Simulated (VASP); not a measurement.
# InSe (P1) in VASP: notebook

InSe is run at these levels: r2SCAN; tasks: single point, relaxation of the atoms.

Program: VASP 6.6.1. These are calculated values, not measurements. Logs are shortened: lines on timing, memory, paths and dates and some standing lists are left out, and cuts for length are marked.

### 1 The cell of the first run

The typed cell holds 2 atoms: a = 4.265 Å, b = 4.243 Å, c = 4.266 Å, α = 59.98°, β = 59.78°, γ = 60.35°.

### 2 Single point, r2SCAN

The input, POSCAR:

```
InSe
1.0
   -0.0067319100      3.0331223000      2.9986397700
    3.0088996300      0.0003340000      2.9915738600
    3.0081766400      3.0253334100      0.0010569900
In Se
1 1
Direct
    0.9883898992      0.0187976888      0.9837928070
    0.4903531008      0.5175333112      0.4853841930
```

The input, INCAR.step1:

```
  ALGO = Normal
  EDIFF = 1E-4
  ENCUT = 520
  GGA = PE
  ISMEAR = -1
  LASPH = T
  LCHARG = F
  LREAL = F
  LWAVE = T
  NBANDS = 16
  NELM = 100
  PREC = Accurate
  SIGMA = 0.011
```

The input, INCAR.step2:

```
  ALGO = Normal
  EDIFF = 1E-6
  ENCUT = 520
  ISIF = 2
  ISMEAR = -1
  ISTART = 1
  LASPH = T
  LCHARG = F
  LMIXTAU = T
  LREAL = F
  LWAVE = F
  METAGGA = R2SCAN
  NBANDS = 16
  NELM = 100
  PREC = Accurate
  SIGMA = 0.011
```

The input, KPOINTS:

```
k-points
0
Gamma
  5 5 5
```

Potentials or basis: VASP PAW PBE potentials, release 64 (In_d, Se).

On the command line:

```bash
$ cat potpaw_PBE.64/In_d/POTCAR potpaw_PBE.64/Se/POTCAR > POTCAR
$ cp INCAR.step1 INCAR
$ mpirun -np 1 vasp_std > vasp.out
$ cp INCAR.step2 INCAR
$ mpirun -np 1 vasp_std > vasp.out
```

OUTCAR:

```text
EDIFF = 1E-6
   ENCUT = 520
   ISIF = 2
   ISMEAR = -1
   ISTART = 1
   LASPH = T
   LREAL = F
   METAGGA = R2SCAN
   NELM = 100
   PREC = Accurate

 ion  position               nearest neighbor table
   1  0.988  0.019  0.984-   2 2.99   2 3.00   2 3.01   2 3.01   2 3.02   2 3.04
   2  0.490  0.518  0.485-   1 2.99   1 3.00   1 3.01   1 3.01   1 3.02   1 3.04

  LATTYP: Found a triclinic cell.
 ALAT       =     4.2429931952
 B/A-ratio  =     1.4115424860
 C/A-ratio  =     1.0055055603
 COS(alpha) =     0.0005020777
 COS(beta)  =     0.5002441815
 COS(gamma) =     0.7043497583

  Lattice vectors:

 A1 = (  -3.0088996300,  -0.0003340000,  -2.9915738600)
 A2 = (   0.0060089200,  -0.0081228900,  -5.9891566400)
 A3 = (  -3.0081766400,  -3.0253334100,  -0.0010569900)

Analysis of symmetry for initial positions (statically):
=====================================================================
 Subroutine PRICEL returns:
 Original cell was already a primitive cell.

 Routine SETGRP: Setting up the symmetry group for a
 triclinic supercell.

 Subroutine GETGRP returns: Found  1 space group operations
 (whereof  1 operations were pure point group operations)
 out of a pool of  2 trial point group operations.

The static configuration has the point symmetry C_1 .

Analysis of symmetry for dynamics (positions and initial velocities):
=====================================================================
 Subroutine PRICEL returns:
 Original cell was already a primitive cell.

 Routine SETGRP: Setting up the symmetry group for a
 triclinic supercell.

 Subroutine GETGRP returns: Found  1 space group operations
 (whereof  1 operations were pure point group operations)
 out of a pool of  2 trial point group operations.

The dynamic configuration has the point symmetry C_1 .

 Subroutine INISYM returns: Found  1 space group operations
 (whereof  1 operations are pure point group operations),
 and found     1 'primitive' translations

----------------------------------------------------------------------------------------

                                     Primitive cell
[... 77 lines left out ...]
   dimension x,y,z NGXF=    64 NGYF=   64 NGZF=   64
   ions per type =               1   1
   NGX,Y,Z   is equivalent  to a cutoff of  12.47, 12.54, 12.47 a.u.
   NGXF,Y,Z  is equivalent  to a cutoff of  24.95, 25.08, 24.94 a.u.
 SYSTEM =  unknown system
   PREC   = accura    normal or accurate (medium, high low for compatibility)
   ISTART =      1    job   : 0-new  1-cont  2-samecut
   ICHARG =      0    charge: 1-file 2-atom 10-const
   ISPIN  =      1    spin polarized calculation?
   LNONCOLLINEAR =      F non collinear calculations
   LSORBIT =      F    spin-orbit coupling
   LASPH  =      T    aspherical Exc in radial PAW
   ENCUT  =  520.0 eV  38.22 Ry    6.18 a.u.   7.93  7.89  7.93*2*pi/ulx,y,z
   NELM   =    100;   NELMIN=  2; NELMDL=  0     # of ELM steps
   EDIFF  = 0.1E-05   stopping-criterion for ELM
   LREAL  =      F    real-space projection
   EDIFFG = 0.1E-04   stopping-criterion for IOM
   NSW    =      0    number of steps for IOM
   IBRION =     -1    ionic relax: 0-MD 1-quasi-New 2-CG
   NFREE  =      0    steps in history (QN), initial steepest desc. (CG)
   ISIF   =      2    stress and relaxation
   ISYM   =      2    0-nonsym 1-usesym 2-fastsym
   POTIM  = 0.5000    time-step for ionic-motion
   TEBEG  =    0.0;   TEEND  =   0.0 temperature during run
   PSTRESS=    0.0 pullay stress
   NELECT =      19.0000    total number of electrons
   NUPDOWN=      -1.0000    fix difference up-down
   EMIN   =  10.00;   EMAX   =-10.00  energy-range for DOS
   EFERMI =   0.00;   METHOD = LEGACY
   ISMEAR =    -1;   SIGMA  =   0.01  broadening in eV -4-tet -1-fermi 0-gaus
   EFERMI_NEDOS =   21; number of points for ismear=-14 and -15
   IALGO  =     38    algorithm
   IMIX   =      4    mixing-type and parameters
     AMIX     =   0.40;   BMIX     =  1.00
     AMIX_MAG =   1.60;   BMIX_MAG =  1.00
  volume/ion in A,a.u.               =      27.32       184.37
  Fermi-wavevector in a.u.,A,eV,Ry     =   1.151211  2.175474 18.031632  1.325288
  Thomas-Fermi vector in A             =   2.287870
   LORBIT       =      0    0 simple, 1 ext, 2 COOP (PROOUT), +10 PAW based schemes
   METAGGA = R2SCAN    functional components
   LHFCALC =     F    Hartree Fock is set to
   AEXX    =    0.0000 exact exchange contribution
   IVDW    =     0    specifies the selected vdW correction
   LEPSILON=     F    determine dielectric tensor
   LRPA    =     F    only Hartree local field effects (RPA)
 non-spin polarized calculation
  energy-cutoff  :      520.00
  volume of cell :       54.64
 maximum number of plane-waves:      1484
   NGX = 15   NGY = 15   NGZ = 15

 number of electron      18.9999999 magnetization

 Free energy of the ion-electron system (eV)
  ---------------------------------------------------
  ext. energy  EPLUGINS =         0.00000000
  ---------------------------------------------------
  free energy    TOTEN  =       -37.84714474 eV

  energy without entropy =      -37.84630661  energy(sigma->0) =      -37.84672568

 E-fermi :   4.7853     XC(G=0):  -9.9736

 val. band max:        4.7750391161   @ k =  -0.4000  -0.2000   0.2000
 cond. band min:       4.8027983025   @ k =  -0.4000  -0.2000   0.4000
 fundamental gap:      0.0277591864
 Fermi energy:         4.7852529708

 k-point     1 :       0.0000    0.0000    0.0000
  band No.  band energies     occupation
      1     -10.2534      2.00000
      2     -10.2495      2.00000
      3     -10.2409      2.00000
      4     -10.2395      2.00000
      5     -10.2379      2.00000
      6      -9.2980      2.00000
[... 433 lines left out ...]
      3     -10.2443      2.00000
      4     -10.2154      2.00000
      5     -10.2044      2.00000
      6      -8.4780      2.00000
[... 8 lines left out ...]
     15      15.7308      0.00000
     16      16.0980      0.00000

 [... further k-points ...]
[... 5 lines left out ...]
  --------------------------------------------------------------------------------------
  -------------------------------------------------------------------------------------
  Total       -1.1873142     -0.6531096     -1.6239525      0.0089182     -0.0196972      0.0111218
  in kB      -34.8147537    -19.1506588    -47.6179802      0.2615010     -0.5775657      0.3261165
  external PRESSURE =     -33.8611309 kB  Pullay stress =       0.0000000 kB

 VOLUME and BASIS-vectors are now :
 -----------------------------------------------------------------------------
  energy-cutoff  :      520.00
  volume of cell :       54.64
      direct lattice vectors                 reciprocal lattice vectors
    -0.006731910  3.033122300  2.998639770    -0.165638021  0.164640482  0.166578936
     3.008899630  0.000334000  2.991573860     0.165970579 -0.165087826  0.167358838
     3.008176640  3.025333410  0.001056990     0.166046142  0.165495948 -0.167026279

 POSITION                                       TOTAL-FORCE (eV/Angst)
 -----------------------------------------------------------------------------------
      3.00933      5.97421      3.02110         0.000760      0.002202      0.002187
      3.01403      2.95592      3.01914        -0.000760     -0.002202     -0.002187
 -----------------------------------------------------------------------------------
    total drift:                                0.000174      0.000277      0.000682

  FREE ENERGIE OF THE ION-ELECTRON SYSTEM (eV)
  ---------------------------------------------------
  free  energy   TOTEN  =       -37.8471447383 eV

  energy  without entropy=      -37.8463066129  energy(sigma->0) =      -37.84672568
```

OUTCAR.step1:

```text
EDIFF = 1E-4
   ENCUT = 520
   GGA = PE
   ISMEAR = -1
   LASPH = T
   LREAL = F
[... 679 lines left out ...]
 -----------------------------------------------------------------------------------
      3.00933      5.97421      3.02110         0.000894      0.004100      0.002477
      3.01403      2.95592      3.01914        -0.000894     -0.004100     -0.002477
 -----------------------------------------------------------------------------------
    total drift:                                0.000115      0.000146      0.000685

  FREE ENERGIE OF THE ION-ELECTRON SYSTEM (eV)
  ---------------------------------------------------
  free  energy   TOTEN  =        -6.8465490097 eV

  energy  without entropy=       -6.8455318796  energy(sigma->0) =       -6.84604044
```

Run time: 1.7 min. Hardware: 1 thread of Intel Xeon Platinum 8488C (Sapphire Rapids), shared host; peak memory 0.22 GiB.

What came out:

```yaml
Free_energy: -37.8471 eV
Pressure: -3.4 GPa
Largest_force: 0.003 eV/Å
```

Forces on the atoms (eV/Å):
```
In   0.001  0.002  0.002
Se  -0.001 -0.002 -0.002
```

Caveat: the k points lie up to 0.36 Å⁻¹ apart; the PAW data sets were made with another functional, which shifts forces and pressure a little; spin-orbit coupling is left out, which moves the levels of the heavy elements.

### 3 Relaxation of the atoms, r2SCAN

The input, POSCAR:

```
InSe
1.0
   -0.0067319100      3.0331223000      2.9986397700
    3.0088996300      0.0003340000      2.9915738600
    3.0081766400      3.0253334100      0.0010569900
In Se
1 1
Direct
    0.9836560000      0.0129860000      0.9832080000
    0.4950870000      0.5233450000      0.4859690000
```

The input, INCAR.step1:

```
SYSTEM = InSe
PREC     = Accurate       ! precision mode
ENCUT    = 520            ! plane-wave cutoff, eV
ISMEAR   = -1             ! smearing method
SIGMA    = 0.011          ! smearing width, eV
LREAL    = .FALSE.        ! projectors in reciprocal space
LASPH    = .TRUE.         ! aspherical terms in the spheres
NELM     = 100            ! most SCF steps
GGA      = PE             ! functional
ALGO     = Normal         ! electronic algorithm
EDIFF    = 1E-4           ! SCF threshold, eV
LWAVE    = .TRUE.         ! write WAVECAR
LCHARG   = .FALSE.        ! write CHGCAR
```

The input, INCAR.step2:

```
SYSTEM = InSe
PREC     = Accurate       ! precision mode
ENCUT    = 520            ! plane-wave cutoff, eV
EDIFF    = 1E-6           ! SCF threshold, eV
ISMEAR   = -1             ! smearing method
SIGMA    = 0.011          ! smearing width, eV
LREAL    = .FALSE.        ! projectors in reciprocal space
LASPH    = .TRUE.         ! aspherical terms in the spheres
NELM     = 100            ! most SCF steps
ALGO     = Normal         ! electronic algorithm
ISIF     = 2              ! what is computed and relaxed
LWAVE    = .FALSE.        ! write WAVECAR
LCHARG   = .FALSE.        ! write CHGCAR
METAGGA  = R2SCAN         ! meta-GGA
LMIXTAU  = .TRUE.       
IBRION   = 2              ! ionic algorithm
NSW      = 80             ! ionic steps
EDIFFG   = -0.03          ! ionic threshold
ISTART   = 1
```

The input, KPOINTS:

```
regular mesh
0
G
  5 5 5
  0 0 0
```

Potentials or basis: VASP PAW PBE potentials, release 64 (In_d, Se).

On the command line:

```bash
$ cat potpaw_PBE.64/In_d/POTCAR potpaw_PBE.64/Se/POTCAR > POTCAR
$ cp INCAR.step1 INCAR
$ mpirun -np 1 vasp_std > vasp.out
$ cp INCAR.step2 INCAR
$ mpirun -np 1 vasp_std > vasp.out
```

Run time: 3.8 min. Hardware: 1 thread of Intel Xeon Platinum 8488C (Sapphire Rapids), shared host; peak memory 0.22 GiB.

Results (log left out):

```
Free energy                  : -37.8469 eV
Energy gained by relaxing    : 1.2 meV/atom
Ionic steps                  : 4
Pressure after relaxing      : -3.4 GPa
Largest force after relaxing : 0.014 eV/Å
```

Forces on the atoms (eV/Å):
```
In   0.010  0.008  0.006
Se  -0.010 -0.008 -0.006
```

Stress tensor (GPa, compression positive):
```
-3.48  0.03  0.03
 0.03 -1.87 -0.06
 0.03 -0.06 -4.76
```

Step by step:
```tsv
step	energy change (eV)	largest force (eV/Å)	pressure (GPa)
1	0.0000	0.0667	-3.29
2	-0.0004	0.0619	-3.30
3	-0.0014	0.0434	-3.33
4	-0.0024	0.0141	-3.37
```

Final structure:
```xyz
2
Lattice="-0.0067 3.0331 2.9986 3.0089 0.0003 2.9916 3.0082 3.0253 0.0011" Properties=species:S:1:pos:R:3 pbc="T T T"
In    3.0013    5.9623    3.0194
Se    3.0220    2.9678    3.0209
```

Levels at points of the mesh, in eV from the Fermi level:
```csv
k point,band 7,band 8,band 9,band 10,band 11,band 12,band 13
"(0.00, 0.00, 0.00)",-2.81,-2.05,-1.99,-1.93,6.56,6.66,6.76
```

Caveat: the k points lie up to 0.36 Å⁻¹ apart; the PAW data sets were made with another functional, which shifts forces and pressure a little; spin-orbit coupling is left out, which moves the levels of the heavy elements.
